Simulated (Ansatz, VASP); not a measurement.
# One calculation of Ir2Ru, two programs

```
Ru Ir
1.0
     2.74209    0.00000    0.00000
     0.00000    4.74944    0.00000
     0.00000    0.00000   13.15563
Ru Ir
4 8
Cartesian
  0.0000 0.0000 8.7511
  1.3710 2.3747 8.7511
  0.0000 0.0000 4.4045
  1.3710 2.3747 4.4045
  0.0000 0.0000 0.0000
  1.3710 2.3747 0.0000
  0.0000 1.5831 10.9073
  1.3710 3.9579 10.9073
  0.0000 1.5831 2.2484
  1.3710 3.9579 2.2484
  0.0000 1.5831 6.5778
  1.3710 3.9579 6.5778
```

Alike in both runs: task single point; functional PBE; k mesh 8 × 6 × 2; occupations gaussian, width 0.2 eV; no spin polarisation.

|  | VASP | Ansatz |
| --- | --- | --- |
| version | VASP 6.6.1 | Ansatz 0.2.0 |
| potentials or method | VASP PAW PBE potentials, release 64 (Ru_pv, Ir), cutoff 520 eV | scalar-relativistic, plane waves, PAW |
| valence electrons in the cell | 128 | 200 |

Ansatz gave:

* gap on the k mesh at the Fermi level (eV): none
* pressure (GPa): 0.3
* traceless stress, the component that is largest in VASP (GPa): 0.44
* rms of the force components (eV/Å): 0.024

Question: What did VASP give for the same quantities?

Answer: gap on the k mesh at the Fermi level (eV): none; pressure (GPa): 0.6; traceless stress, the component that is largest in VASP (GPa): 0.44; rms of the force components (eV/Å): 0.022.

Atom by atom the forces differ by 0.006 eV/Å (rms over components). A gap of «none» marks a metal or a gap that the smearing closes. The functional is the same, so the differences come from potentials, cutoffs and numerics. VASP's potentials hold 128 valence electrons a cell and Ansatz's 200, so a difference there can come from the potentials and not from the codes.

Neither program's run includes spin-orbit coupling.
